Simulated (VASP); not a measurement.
Wanted: the native input for a VASP 6.6.1 run.

```yaml
Task: relaxation of cell and atoms
Functional: PBE
Potentials_or_basis: VASP PAW PBE potentials, release 64 (Be, Au)
Cutoff: 600 eV
k_mesh: 6 × 6 × 4
Occupations: gaussian, width 0.1 eV
Spin: no spin polarisation
Dipole_correction: no
Further_INCAR_settings: ALGO = Fast; EDIFF = 1e-07; IBRION = 2; EDIFFG = -0.04; NSW = 90; ISIF = 3
```

The structure of Be3Au2 lies in POSCAR:

```
Be3Au2
1.0
    3.4043879600      0.0000000000      0.0000000000
   -1.7021939800      2.9482864600      0.0000000000
    0.0000000000      0.0000000000      6.6166091000
Be Au
3 2
Direct
    0.3333333300      0.6666666700      0.8914313600
    0.6666666700      0.3333333300      0.1085686400
    0.0000000000      0.0000000000      0.0000000000
    0.0000000000      0.0000000000      0.3435268700
    0.0000000000      0.0000000000      0.6564731300
```

One way to write it, as run:

INCAR

```
ALGO = Fast ; EDIFF = 1E-7
EDIFFG = -0.04 ; ENCUT = 600
GGA = PE ; IBRION = 2
ISIF = 3 ; ISMEAR = 0
LASPH = True ; LCHARG = False
LREAL = False ; LWAVE = False
NELM = 100 ; NSW = 90
PREC = Accurate ; SIGMA = 0.1
```

KPOINTS

```
k-points
0
Gamma
  6 6 4
```

Potentials or basis: VASP PAW PBE potentials, release 64 (Be, Au).

Run with:

```bash
$ cat potpaw_PBE.64/Be/POTCAR potpaw_PBE.64/Au/POTCAR > POTCAR
$ mpirun -np 1 vasp_std > vasp.out
```

Results of the run:

```json
{"Relaxed volume": "14.00 Å³/atom", "Relaxed cell": "a = 3.267 Å, b = 3.267 Å, c = 7.572 Å, α = 90.00°, β = 90.00°, γ = 120.00°", "Space group after relaxing (to 0.05 Å)": "P-3m1 (No. 164)", "Energy gained by relaxing": "698.3 meV/atom", "Ionic steps": "20", "Pressure after relaxing": "0.2 GPa", "Largest force after relaxing": "0.019 eV/Å", "Band gap on the k mesh": "zero (band 14 reaches 7.95 eV, above the bottom of band 15 at 6.06 eV)"}
```

Caveat: spin-orbit coupling is left out, which moves the levels of the heavy elements.

It took 25 min on 1 thread of Intel Xeon 8259CL, with other jobs on the host, peak memory 0.23 GiB.
